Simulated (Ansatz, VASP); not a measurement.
# One calculation of Ni, two programs

INCAR

```
PREC = Accurate ; ENCUT = 690
EDIFF = 1E-6 ; ISMEAR = 0
SIGMA = 0.1 ; LREAL = False
LASPH = True ; NELM = 200
ALGO = Normal ; ISIF = 2
LWAVE = False ; LCHARG = False
ISPIN = 2 ; MAGMOM = 0.2
LORBIT = 11 ; LMAXMIX = 4
NBANDS = 19 ; GGA_COMPAT = False
```

File KPOINTS:

```
regular mesh
0
Gamma
  12 12 12
```

File POSCAR:

```
Ni
1.0
    0.0000000000      1.7584000000      1.7584000000
    1.7584000000      0.0000000000      1.7584000000
    1.7584000000      1.7584000000      0.0000000000
Ni
1
Direct
    0.0000000000      0.0000000000      0.0000000000
```

Input for Ansatz:

```yaml
crystal:
  lattice:
    - [0.0, 1.7584, 1.7584]
    - [1.7584, 0.0, 1.7584]
    - [1.7584, 1.7584, 0.0]
  atoms:
    - { symbol: Ni, position: [0.0, 0.0, 0.0], spin: 0.2 }
magnetization:
  spin_polarized: true
hamiltonian:
  xc: lda
  pseudopotentials: { kind: paw }
basis:
  ecutwfc: 420
kpoints:
  mp_grid: { grid: [12, 12, 12] }
scf:
  occupations: { method: gaussian, width: 0.1 }
  lower_state_search: "off"
output:
  forces: true
  stress: true
```

Change from the starting cell: parallel moments scaled by 0.1, free total moment.

Alike in both runs: task single point; functional LDA; k mesh 12 × 12 × 12; occupations gaussian, width 0.1 eV; collinear spin.

|  | VASP | Ansatz |
| --- | --- | --- |
| version | VASP 6.6.1 | Ansatz 0.2.0 |
| potentials or method | VASP PAW LDA potentials, release 64 (Ni_sv_GW), cutoff 690 eV | PAW, plane waves, scalar-relativistic |
| valence electrons in the cell | 18 | 18 |

|  | VASP | Ansatz | Ansatz less VASP |
| --- | --- | --- | --- |
| pressure (GPa) | -17.5 | -16.6 | +0.91 |
| net moment per atom (μB) | 0.61 | 0.66 | +0.049 |
| size of the moment on the site where the two differ most (μB) | 0.64 | 0.69 | +0.050 |

LDA's correlation is that of Perdew and Zunger in VASP and of Perdew and Wang (1992) in Ansatz. Site moments also hang on the region over which each program counts them.
